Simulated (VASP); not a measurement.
Rh: single point with PBEsol

Rh:

```xyz
2
Lattice="2.7618 0.0000 0.0000 -1.3809 2.3918 0.0000 0.0000 0.0000 4.1035" Properties=species:S:1:pos:R:3 pbc="T T T"
Rh    1.3809    0.7973    3.0776
Rh    0.0000    1.5945    1.0259
```

This isn't the form of Rh at room conditions, which is fcc.

* Program: VASP 6.6.1
* Task: single point
* Functional: PBEsol
* Potentials or basis: VASP PAW PBE potentials, release 64 (Rh_pv)
* Cutoff: 520 eV
* k mesh: 21 × 21 × 12
* Occupations: gaussian, width 0.15 eV
* Spin: no spin polarisation

```
Pressure               : 2.5 GPa
Band gap on the k mesh : zero (bands 15 and 16 overlap by 2.16 eV)
```

Stress tensor (GPa, compression positive):
```
-4.83  0.00  0.00
 0.00 -4.83  0.00
 0.00  0.00 17.26
```

Levels at points of the mesh, in eV from the Fermi level:
| k point | band 12 | band 13 | band 14 | band 15 | band 16 | band 17 | band 18 | band 19 |
| --- | --- | --- | --- | --- | --- | --- | --- | --- |
| (0.00, 0.00, 0.00) | -2.58 | -2.53 | -2.48 | -2.48 | 0.11 | 0.11 | 1.56 | 9.95 |
| (0.00, 0.00, 0.50) | -3.53 | -2.96 | -2.96 | -0.39 | -0.39 | -0.39 | -0.39 | 14.92 |

Wall time 7.4 min on 1 thread of AMD EPYC 7571, with other jobs on the host, peak memory 0.23 GiB.

Caveat: the stress differs along the axes, from -5 to 17 GPa; the PAW data sets were made with another functional, which shifts forces and pressure a little.
